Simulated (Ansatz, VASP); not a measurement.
One calculation of Cs, two programs

INCAR

```
SYSTEM = Cs
  ALGO = Fast
  EDIFF = 1E-6
  ENCUT = 520
  GGA = CA
  ISIF = 2
  ISMEAR = -1
  LASPH = .True.
  LCHARG = .False.
  LREAL = .False.
  LWAVE = .False.
  NBANDS = 10
  NELM = 80
  PREC = Accurate
  SIGMA = 0.05
```

File KPOINTS:

```
k-points
0
Gamma
  6 6 6
  0 0 0
```

Contents of POSCAR:

```
Cs
1.0
    0.0000000000      3.8677348434      3.8677348434
    3.8677348434      0.0000000000      3.8677348434
    3.8677348434      3.8677348434      0.0000000000
Cs
1
Direct
    0.0000000000      0.0000000000      0.0000000000
```

File input.yaml:

```yaml
crystal:
  lattice:
    - [0.0, 3.8677348434, 3.8677348434]
    - [3.8677348434, 0.0, 3.8677348434]
    - [3.8677348434, 3.8677348434, 0.0]
  atoms:
    - { symbol: Cs, position: [0.0, 0.0, 0.0] }
hamiltonian:
  xc: lda
  pseudopotentials: { kind: paw }
kpoints:
  mp_grid: { grid: [6, 6, 6] }
scf:
  occupations: { method: fermi_dirac, width: 0.05 }
output:
  forces: true
  stress: true
  eigenvalues: true
```

Alike in both runs: task single point; functional LDA; k mesh 6 × 6 × 6; occupations fermi-dirac, width 0.05 eV; no spin polarisation.

|  | VASP | Ansatz |
| --- | --- | --- |
| version | VASP 6.6.1 | Ansatz 0.2.0 |
| potentials or method | VASP PAW LDA potentials, release 64 (Cs_sv) | Ansatz PAW |
| plane-wave cutoff (eV) | 520 | 420 |
| valence electrons in the cell | 9 | 9 |

```csv
,VASP,Ansatz,Ansatz less VASP
gap on the k mesh at the Fermi level (eV),none,none,-
pressure (GPa),-0.3,-0.3,+0.01
```

LDA's correlation is that of Perdew and Zunger in VASP and of Perdew and Wang (1992) in Ansatz. A gap of «none» marks a metal or a gap that the smearing closes.

Neither program's run includes spin-orbit coupling.
